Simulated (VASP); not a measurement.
Runs of VASP 6.6.1 on SiO. The structure is that of space group Pm-3m (No. 221), or close to it. The cells are those of the table. 

```tsv
task	level	cell	cutoff (eV)	share of exact exchange	screening parameter	gap on the mesh (eV)	pressure (GPa)
single point	r2SCANh	a = 2.807 Å, 2 atoms	520	0.1	-	0.92	(a)
relaxation of cell and atoms	PBE-based screened hybrid with 25 % exact exchange	relaxed from a = 2.807 Å, 2 atoms	600	0.25	0.3 1/Å	0.77	0.0
single point	r2SCAN0	a = 2.807 Å, 2 atoms	520	0.25	-	(b)	-1.5
single point	PBE-based screened hybrid with 25 % exact exchange	a = 2.798 Å, 2 atoms	520	0.25	0.3 1/Å	0.77	-0.1
```

Alike in all rows: potentials or basis VASP PAW PBE potentials, release 64 (Si, O); no spin polarisation; k mesh 5 × 5 × 5; smearing fermi-dirac 0.05 eV.

Question: Estimate the missing entries.

Answer: (a) 0.6; (b) 1.79.

Caveats: all runs use coarse meshes; the PAW data sets were made with another functional, which shifts forces and pressure a little; an odd mesh through Γ misses points on the zone boundary, where band edges can lie.
